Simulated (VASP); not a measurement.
# In (I4/mmm) in VASP: further runs

Aim: see how the results for In move with the level of theory and the settings. Levels: RPBE+D3(BJ), RPBE+D4. Tasks: relaxation of cell and atoms.

Everything below comes from runs of VASP 6.6.1. Logs are shortened: lines on timing, memory, paths and dates and some standing lists are left out, and cuts for length are marked.

## Step 1: The cell of the first run

Symmetry: I4/mmm, No. 139, tetragonal system. Conventional cell: a = 3.251 Å, b = 3.251 Å, c = 4.947 Å, α = 90.00°, β = 90.00°, γ = 90.00°. In (site symmetry 4/mmm) has 12 In at 3.25 to 3.38 Å within 4.3 Å.

## Step 2: Relaxation of cell and atoms, RPBE+D3(BJ)

The input, INCAR:

```
SYSTEM = In
PREC     = Accurate       ! precision mode
ENCUT    = 600            ! plane-wave cutoff, eV
EDIFF    = 1E-7           ! SCF threshold, eV
ISMEAR   = -1             ! smearing method
SIGMA    = 0.05           ! smearing width, eV
LREAL    = .FALSE.        ! projectors in reciprocal space
LASPH    = .TRUE.         ! aspherical terms in the spheres
NELM     = 60             ! most SCF steps
ALGO     = Normal         ! electronic algorithm
ISIF     = 3              ! what is computed and relaxed
LWAVE    = .FALSE.        ! write WAVECAR
LCHARG   = .FALSE.        ! write CHGCAR
GGA      = RP             ! functional
IVDW     = 12             ! dispersion correction
IBRION   = 2              ! ionic algorithm
NSW      = 60             ! ionic steps
EDIFFG   = -0.01          ! ionic threshold
```

The input, KPOINTS:

```
Automatic mesh
0
G
  11 11 11
  0 0 0
```

The input, POSCAR:

```
In
1.0
   -1.6254700000      1.6254700000      2.4737000000
    1.6254700000     -1.6254700000      2.4737000000
    1.6254700000      1.6254700000     -2.4737000000
In
1
Direct
    0.0000000000      0.0000000000      0.0000000000
```

Potentials or basis: VASP PAW PBE potentials, release 64 (In_d).

Command:

```sh
$ cat potpaw_PBE.64/In_d/POTCAR > POTCAR
$ mpirun -np 1 vasp_std > vasp.out
```

OUTCAR:

```text
SYSTEM = In
   PREC = Accurate
   ENCUT = 600
   EDIFF = 1E-7
   ISMEAR = -1
   LREAL = .FALSE.
   LASPH = .TRUE.
   NELM = 60
   ISIF = 3
   GGA = RP
   IVDW = 12
   IBRION = 2
   NSW = 60
   EDIFFG = -0.01
 IVDW          = 12

 ion  position               nearest neighbor table
   1  0.000  0.000  0.000-

  LATTYP: Found a body centered tetragonal cell.
 ALAT       =     3.2509400000
 C/A-ratio  =     1.5218367611

  Lattice vectors:

 A1 = (  -1.6254700000,   1.6254700000,   2.4737000000)
 A2 = (   1.6254700000,  -1.6254700000,   2.4737000000)
 A3 = (   1.6254700000,   1.6254700000,  -2.4737000000)

Analysis of symmetry for initial positions (statically):
=====================================================================
 Subroutine PRICEL returns:
 Original cell was already a primitive cell.

 Routine SETGRP: Setting up the symmetry group for a
 body centered tetragonal supercell.

 Subroutine GETGRP returns: Found 16 space group operations
 (whereof 16 operations were pure point group operations)
 out of a pool of 16 trial point group operations.

The static configuration has the point symmetry D_4h.

Analysis of symmetry for dynamics (positions and initial velocities):
=====================================================================
 Subroutine PRICEL returns:
 Original cell was already a primitive cell.

 Routine SETGRP: Setting up the symmetry group for a
 body centered tetragonal supercell.

 Subroutine GETGRP returns: Found 16 space group operations
 (whereof 16 operations were pure point group operations)
 out of a pool of 16 trial point group operations.

The dynamic configuration has the point symmetry D_4h.

 Subroutine INISYM returns: Found 16 space group operations
 (whereof 16 operations are pure point group operations),
 and found     1 'primitive' translations

----------------------------------------------------------------------------------------

                                     Primitive cell

  volume of cell :      26.1436

  direct lattice vectors                    reciprocal lattice vectors
    -1.625470000  1.625470000  2.473700000     0.000000000  0.307603339  0.202126369
     1.625470000 -1.625470000  2.473700000     0.307603339  0.000000000  0.202126369
     1.625470000  1.625470000 -2.473700000     0.307603339  0.307603339  0.000000000

  length of vectors
     3.376906444  3.376906444  3.376906444     0.368069129  0.368069129  0.435016814

  position of ions in fractional coordinates (direct lattice)
     0.000000000  0.000000000  0.000000000

  ion indices of the primitive-cell ions
   primitive index   ion index
                 1           1

----------------------------------------------------------------------------------------

 KPOINTS: Automatic mesh

Automatic generation of k-mesh.
 Grid dimensions read from file:
 generate k-points for:   11   11   11

 Generating k-lattice:

  Cartesian coordinates                     Fractional coordinates (reciprocal lattice)
     0.000000000  0.027963940  0.018375124     0.090909091  0.000000000 -0.000000000
     0.027963940  0.000000000  0.018375124     0.000000000  0.090909091 -0.000000000
     0.027963940  0.027963940  0.000000000     0.000000000  0.000000000  0.090909091

  Length of vectors
     0.033460830  0.033460830  0.039546983

  Shift w.r.t. Gamma in fractional coordinates (k-lattice)
     0.000000000  0.000000000  0.000000000

 Subroutine IBZKPT returns following result:
 ===========================================

 Found    126 irreducible k-points:

 Following reciprocal coordinates:
            Coordinates               Weight
  0.000000  0.000000  0.000000      1.000000
  0.090909  0.000000 -0.000000      8.000000
  0.181818  0.000000 -0.000000      8.000000
  0.272727  0.000000 -0.000000      8.000000
  0.363636  0.000000 -0.000000      8.000000
  0.454545  0.000000 -0.000000      8.000000
[... 16 lines left out ...]
 -0.272727  0.181818 -0.000000     16.000000
 -0.181818  0.181818  0.000000      4.000000
 [... further k-points ...]
   k-points           NKPTS =    126   k-points in BZ     NKDIM =    126   number of bands    NBANDS=     10
   number of dos      NEDOS =    301   number of ions     NIONS =      1
   total plane-waves  NPLWV =  21952
   dimension x,y,z NGX =    28 NGY =   28 NGZ =   28
   dimension x,y,z NGXF=    56 NGYF=   56 NGZF=   56
   ions per type =               1
   NGX,Y,Z   is equivalent  to a cutoff of  13.78, 13.78, 13.78 a.u.
   NGXF,Y,Z  is equivalent  to a cutoff of  27.57, 27.57, 27.57 a.u.
 SYSTEM =  In
   PREC   = accura    normal or accurate (medium, high low for compatibility)
   ISTART =      0    job   : 0-new  1-cont  2-samecut
   ICHARG =      2    charge: 1-file 2-atom 10-const
   ISPIN  =      1    spin polarized calculation?
   LNONCOLLINEAR =      F non collinear calculations
   LSORBIT =      F    spin-orbit coupling
   LASPH  =      T    aspherical Exc in radial PAW
   ENCUT  =  600.0 eV  44.10 Ry    6.64 a.u.   6.74  6.74  6.74*2*pi/ulx,y,z
   NELM   =     60;   NELMIN=  2; NELMDL= -5     # of ELM steps
   EDIFF  = 0.1E-06   stopping-criterion for ELM
   LREAL  =      F    real-space projection
   EDIFFG = -.1E-01   stopping-criterion for IOM
   NSW    =     60    number of steps for IOM
   IBRION =      2    ionic relax: 0-MD 1-quasi-New 2-CG
   NFREE  =      1    steps in history (QN), initial steepest desc. (CG)
   ISIF   =      3    stress and relaxation
   ISYM   =      2    0-nonsym 1-usesym 2-fastsym
   POTIM  = 0.5000    time-step for ionic-motion
   TEBEG  =    0.0;   TEEND  =   0.0 temperature during run
   PSTRESS=    0.0 pullay stress
   NELECT =      13.0000    total number of electrons
   NUPDOWN=      -1.0000    fix difference up-down
   EMIN   =  10.00;   EMAX   =-10.00  energy-range for DOS
   EFERMI =   0.00;   METHOD = LEGACY
   ISMEAR =    -1;   SIGMA  =   0.05  broadening in eV -4-tet -1-fermi 0-gaus
   EFERMI_NEDOS =   21; number of points for ismear=-14 and -15
   IALGO  =     38    algorithm
   IMIX   =      4    mixing-type and parameters
     AMIX     =   0.40;   BMIX     =  1.00
     AMIX_MAG =   1.60;   BMIX_MAG =  1.00
  volume/ion in A,a.u.               =      26.14       176.43
  Fermi-wavevector in a.u.,A,eV,Ry     =   1.296983  2.450943 22.887245  1.682165
  Thomas-Fermi vector in A             =   2.428405
   LORBIT       =      0    0 simple, 1 ext, 2 COOP (PROOUT), +10 PAW based schemes
   GGA     = RP    functional components
   LHFCALC =     F    Hartree Fock is set to
   AEXX    =    0.0000 exact exchange contribution
   IVDW    =    12    specifies the selected vdW correction
   LEPSILON=     F    determine dielectric tensor
   LRPA    =     F    only Hartree local field effects (RPA)
 conjugate gradient relaxation of ions
 non-spin polarized calculation
  energy-cutoff  :      600.00
  volume of cell :       26.14
 maximum number of plane-waves:       901
   NGX = 13   NGY = 13   NGZ = 13

--------------------------------------- Ionic step        1  -------------------------------------------

 number of electron      13.0000006 magnetization

 Free energy of the ion-electron system (eV)
  ---------------------------------------------------
  ext. energy  EPLUGINS =         0.00000000
  ---------------------------------------------------
  free energy    TOTEN  =        -2.16994657 eV

  energy without entropy =       -2.16610093  energy(sigma->0) =       -2.16802375

 E-fermi :   7.7065     XC(G=0): -10.1608

 val. band max:        7.6647031891   @ k =  -0.4545   0.4545   0.2727
 cond. band min:       7.7152317452   @ k =   0.3636   0.2727   0.1818
 fundamental gap:      0.0505285560
 Fermi energy:         7.7065364657

 k-point     1 :       0.0000    0.0000    0.0000
  band No.  band energies     occupation
      1      -7.0967      2.00000
      2      -6.9915      2.00000
      3      -6.9915      2.00000
      4      -6.9117      2.00000
      5      -6.8086      2.00000
      6      -1.8730      2.00000
      7      18.2631      0.00000
      8      18.2631      0.00000
      9      18.4446      0.00000
     10      19.1818      0.00000
[... 287 lines left out ...]
 k-point    24 :      -0.1818    0.1818    0.0000
  band No.  band energies     occupation
      1      -7.0611      2.00000
      2      -6.9653      2.00000
      3      -6.9183      2.00000
      4      -6.9127      2.00000
      5      -6.8305      2.00000
      6      -0.8517      2.00000
      7      14.8608      0.00000
      8      15.1143      0.00000
      9      15.8130      0.00000
     10      16.9413      0.00000

 [... further k-points ...]

------------------------ aborting loop because EDIFF is reached ----------------------------------------

 Edisp (eV)   -2.06649

 E8    (eV) :    -1.4860

  FORCE on cell =-STRESS in cart. coord.  units (eV):
  Direction    XX          YY          ZZ          XY          YZ          ZX
  --------------------------------------------------------------------------------------
  -------------------------------------------------------------------------------------
  Total      -2.32710    -2.32710    -2.53449     0.00000     0.00000     0.00000
  in kB    -142.61348  -142.61348  -155.32305     0.00000     0.00000     0.00000
  external pressure =     -146.85 kB  Pullay stress =        0.00 kB
[... 94 lines left out ...]
  FREE ENERGIE OF THE ION-ELECTRON SYSTEM (eV)
  ---------------------------------------------------
  free  energy   TOTEN  =        -4.5954571523 eV

  energy  without entropy=       -4.5906380095  energy(sigma->0) =       -4.59304758

[... ionic steps 4 to 12 ...]

--------------------------------------- Ionic step       13  -------------------------------------------

 number of electron      13.0000003 magnetization

------------------------ aborting loop because EDIFF is reached ----------------------------------------

 Edisp (eV)   -2.86970

 E8    (eV) :    -2.0854
[... 67 lines left out ...]
  energy  without entropy=       -4.6043948749  energy(sigma->0) =       -4.60551098

--------------------------------------- Ionic step       15  -------------------------------------------

 number of electron      13.0000003 magnetization

 Free energy of the ion-electron system (eV)
  ---------------------------------------------------
  ext. energy  EPLUGINS =         0.00000000
  ---------------------------------------------------
  free energy    TOTEN  =        -1.69555109 eV

  energy without entropy =       -1.69336654  energy(sigma->0) =       -1.69445882

 E-fermi :  11.1717     XC(G=0): -11.4804

 val. band max:       11.1279985979   @ k =  -0.1818  -0.3636   0.0909
 cond. band min:      11.1865215781   @ k =  -0.3636  -0.3636   0.0909
 fundamental gap:      0.0585229802
 Fermi energy:        11.1717394574

 k-point     1 :       0.0000    0.0000    0.0000
  band No.  band energies     occupation
      1      -4.0921      2.00000
      2      -4.0921      2.00000
      3      -3.9392      2.00000
      4      -3.7836      2.00000
      5      -3.6319      2.00000
      6      -0.5256      2.00000
      7      22.9890      0.00000
      8      24.0822      0.00000
      9      24.1432      0.00000
     10      24.1432      0.00000
[... 287 lines left out ...]
 k-point    24 :      -0.1818    0.1818    0.0000
  band No.  band energies     occupation
      1      -4.2156      2.00000
      2      -3.9028      2.00000
      3      -3.8743      2.00000
      4      -3.7920      2.00000
      5      -3.5970      2.00000
      6       0.6322      2.00000
      7      20.2794      0.00000
      8      20.3725      0.00000
      9      21.6150      0.00000
     10      22.0147      0.00000

 [... further k-points ...]

------------------------ aborting loop because EDIFF is reached ----------------------------------------

 Edisp (eV)   -2.91122

 E8    (eV) :    -2.1160

  FORCE on cell =-STRESS in cart. coord.  units (eV):
  Direction    XX          YY          ZZ          XY          YZ          ZX
  --------------------------------------------------------------------------------------
  -------------------------------------------------------------------------------------
  Total      -0.00150    -0.00150    -0.00619     0.00000     0.00000     0.00000
  in kB      -0.11911    -0.11911    -0.49273     0.00000     0.00000     0.00000
  external pressure =       -0.24 kB  Pullay stress =        0.00 kB
[... 16 lines left out ...]
  FREE ENERGIE OF THE ION-ELECTRON SYSTEM (eV)
  ---------------------------------------------------
  free  energy   TOTEN  =        -4.6067732858 eV

  energy  without entropy=       -4.6045887264  energy(sigma->0) =       -4.60568101

 reached required accuracy - stopping structural energy minimisation
```

Wall time 3.6 min (1 thread of Intel Xeon Platinum 8488C (Sapphire Rapids), shared host); peak memory 0.21 GiB.

What came out:

```
Free energy                            : -4.6068 eV
Relaxed volume                         : 20.12 Å³/atom
Relaxed cell                           : a = 3.024 Å, b = 3.024 Å, c = 3.024 Å, α = 117.90°, β = 117.90°, γ = 93.67°
Space group after relaxing (to 0.05 Å) : I4/mmm (No. 139)
Energy gained by relaxing              : 370.3 meV/atom
Ionic steps                            : 15
Pressure after relaxing                : 0.0 GPa
Dispersion energy per atom             : -2.911 eV
```

The path:
| step | energy change (eV) | largest force (eV/Å) | pressure (GPa) | volume (Å³) |
| --- | --- | --- | --- | --- |
| 1 | 0.0000 | 0.0000 | -14.69 | 26.14 |
| 2 | -0.2731 | 0.0000 | 15.00 | 18.08 |
| 3 | -0.3590 | 0.0000 | -0.19 | 20.18 |
| 4 | -0.3590 | 0.0000 | 0.39 | 20.07 |
| 5 | -0.3606 | 0.0000 | 0.47 | 20.06 |
| 6 | -0.3624 | 0.0000 | 0.60 | 20.04 |
| 7 | -0.3662 | 0.0000 | 0.96 | 19.96 |
| 8 | -0.3384 | 0.0000 | 2.96 | 19.64 |
| 9 | -0.3638 | 0.0000 | 1.54 | 19.84 |
| 10 | -0.3694 | 0.0000 | 1.21 | 19.90 |
| 11 | -0.3696 | 0.0000 | 1.11 | 19.92 |
| 12 | -0.3696 | 0.0000 | 1.15 | 19.92 |
| 13 | -0.3684 | 0.0000 | -1.31 | 20.36 |
| 14 | -0.3702 | 0.0000 | 0.24 | 20.07 |
| 15 | -0.3703 | 0.0000 | -0.02 | 20.12 |

Final structure:
```
CELL_PARAMETERS angstrom
-1.55943 1.55943 2.06834
1.55943 -1.55943 2.06834
1.55943 1.55943 -2.06834
ATOMIC_POSITIONS crystal
In 0.00000 0.00000 0.00000
```

Caveat: the volume moved by over 15 % at a fixed basis, so the end points are rough; the PAW data sets were made with another functional, which shifts forces and pressure a little; spin-orbit coupling is left out, which moves the levels of the heavy elements; the volume moved by -23 % from the deposited cell, more than functionals usually miss; pairwise dispersion overbinds metals, which lowers pressure and volume.

## Step 3: Relaxation of cell and atoms, RPBE+D4

The input, INCAR:

```
  PREC = Accurate
  ENCUT = 600
  EDIFF = 1E-6
  ISMEAR = -1
  SIGMA = 0.05
  LREAL = F
  LASPH = T
  NELM = 100
  ALGO = Normal
  ISIF = 3
  LWAVE = F
  LCHARG = F
  GGA = RP
  IVDW = 13
  IBRION = 2
  NSW = 60
  EDIFFG = -0.01
```

The input, KPOINTS:

```
regular mesh
0
Gamma
  11 11 11
```

POSCAR is that of step 2.

Potentials or basis: VASP PAW PBE potentials, release 64 (In_d).

Command:

```sh
$ cat potpaw_PBE.64/In_d/POTCAR > POTCAR
$ mpirun -np 1 vasp_std > vasp.out
```

Run time: 2.1 min. Hardware: 1 thread of Intel Xeon Platinum 8488C (Sapphire Rapids), shared host; peak memory 0.2 GiB.

It converged, with:

```yaml
Free_energy: -2.7867 eV
Relaxed_volume: 26.23 Å³/atom
Relaxed_cell: a = 3.356 Å, b = 3.356 Å, c = 3.356 Å, α = 121.16°, β = 121.16°, γ = 88.00°
Space_group_after_relaxing_to_0.05_Å: I4/mmm (No. 139)
Energy_gained_by_relaxing: 2.0 meV/atom
Ionic_steps: 11
Pressure_after_relaxing: 0.0 GPa
Dispersion_energy_per_atom: -0.613 eV
```

Step by step:
```
step  energy change (eV)  largest force (eV/Å)  pressure (GPa)  volume (Å³)
   1              0.0000                0.0000            0.18        26.14
   2             -0.0004                0.0000           -0.02        26.25
   3             -0.0006                0.0000           -0.21        26.36
   4             -0.0008                0.0000           -0.59        26.58
   5             -0.0009                0.0000           -0.51        26.59
   6             -0.0012                0.0000           -0.50        26.60
   7             -0.0012                0.0000           -0.57        26.64
   8             -0.0013                0.0000           -0.65        26.62
   9             -0.0016                0.0000           -0.49        26.54
  10             -0.0020                0.0000           -0.10        26.29
  11             -0.0020                0.0000            0.03        26.23
```

Final structure:
```
CELL_PARAMETERS angstrom
-1.64820 1.64820 2.41391
1.64820 -1.64820 2.41391
1.64820 1.64820 -2.41391
ATOMIC_POSITIONS crystal
In 0.00000 0.00000 0.00000
```

Levels at points of the mesh, in eV from the Fermi level:
| k point | band 3 | band 4 | band 5 | band 6 | band 7 | band 8 | band 9 | band 10 |
| --- | --- | --- | --- | --- | --- | --- | --- | --- |
| (0.00, 0.00, 0.00) | -14.70 | -14.57 | -14.52 | -9.54 | 10.55 | 10.55 | 10.64 | 11.44 |

Caveat: the PAW data sets were made with another functional, which shifts forces and pressure a little; spin-orbit coupling is left out, which moves the levels of the heavy elements; pairwise dispersion overbinds metals, which lowers pressure and volume.
